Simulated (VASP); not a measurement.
Write the native input for VASP 6.6.1 that does the following.

```yaml
Task: dielectric tensor
Functional: r2SCAN
Potentials_or_basis: VASP PAW PBE potentials, release 64 (B, N)
Cutoff: 520 eV
k_mesh: 10 × 10 × 10
Occupations: gaussian, width 0.01 eV
Spin: no spin polarisation
Dipole_correction: no
Further_INCAR_settings: ALGO = Normal; EDIFF = 1e-08
```

The structure of BN lies in POSCAR:

```
BN
1.0
    0.0418970831      1.7925777841      1.7925777841
    1.7925777841      0.0418970831      1.7925777841
    1.7925777841      1.7925777841      0.0418970831
B N
1 1
Direct
    0.0002707312      0.0002707312      0.0002707312
    0.2497292688      0.2497292688      0.2497292688
```

This cell differs from its parent crystal: epitaxial 111 strain -3.0%.

The input as run:

INCAR

```
SYSTEM = BN
PREC     = Accurate       ! precision mode
ENCUT    = 520            ! plane-wave cutoff, eV
EDIFF    = 1E-8           ! SCF threshold, eV
ISMEAR   = 0              ! smearing method
SIGMA    = 0.01           ! smearing width, eV
LREAL    = .False.        ! projectors in reciprocal space
LASPH    = .True.         ! aspherical terms in the spheres
NELM     = 80             ! most SCF steps
ALGO     = Normal         ! electronic algorithm
ISIF     = 2              ! what is computed and relaxed
LWAVE    = .False.        ! write WAVECAR
LCHARG   = .False.        ! write CHGCAR
METAGGA  = R2SCAN         ! meta-GGA
LMIXTAU  = .True.       
LCALCEPS = .True.
```

KPOINTS

```
regular mesh
0
Gamma
  10 10 10
  0 0 0
```

Potentials or basis: VASP PAW PBE potentials, release 64 (B, N).

The run is started by

```console
$ cat potpaw_PBE.64/B/POTCAR potpaw_PBE.64/N/POTCAR > POTCAR
$ mpirun -np 1 vasp_std > vasp.out
```

Results of the run:

```yaml
Band_gap_on_the_k_mesh: 4.93 eV (least direct gap 8.86 eV)
Electronic_dielectric_tensor_diagonal: 4.48
Born_charges_mean_of_the_diagonal: B +2.00; N -2.00 e
```

Caveat: the cell differs from its parent crystal (epitaxial 111 strain -3.0%).

Wall time 8.9 min on 1 thread of Intel(R) Xeon(R) 6975P-C (Granite Rapids) (shared host), peak memory 0.25 GiB.
